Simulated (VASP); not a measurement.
Runs of VASP 6.6.1 on RbP3. The structure is that of space group Pm-3n (No. 223), or close to it. The cells are those of the table. 

| task | cell | k mesh | cutoff (eV) | gap on the mesh (eV) | pressure (GPa) | relaxed volume (Å³/atom) |
| --- | --- | --- | --- | --- | --- | --- |
| single point | a = 5.609 Å, 8 atoms | 4 × 4 × 4 | 520 | none | -0.1 | - |
| relaxation of cell and atoms | relaxed from a = 6.103 Å, 8 atoms | 4 × 4 × 4 | 600 | none | 0.0 | 22.00 |
| single point | a = 6.103 Å, 8 atoms | 4 × 4 × 4 | 520 | none | -6.2 | - |
| single point | a = 5.586 Å, 8 atoms | 8 × 8 × 8 | 520 | none | 0.1 | - |
| relaxation of cell and atoms | relaxed from a = 5.609 Å, 8 atoms | 8 × 8 × 8 | 600 | none | -0.1 | (a) |

Alike in all rows: level PBE; potentials or basis VASP PAW PBE potentials, release 64 (Rb_sv, P); no spin polarisation; smearing gaussian 0.1 eV.

Fill in the values left out.

(a) 21.90.

Caveats: the volume moved by over 15 % at a fixed basis, so the end points are rough (some runs).

A k mesh can miss the band edges, and the runs leave out spin-orbit coupling on Rb.

A gap of «none» marks levels without a gap at the run's occupations.
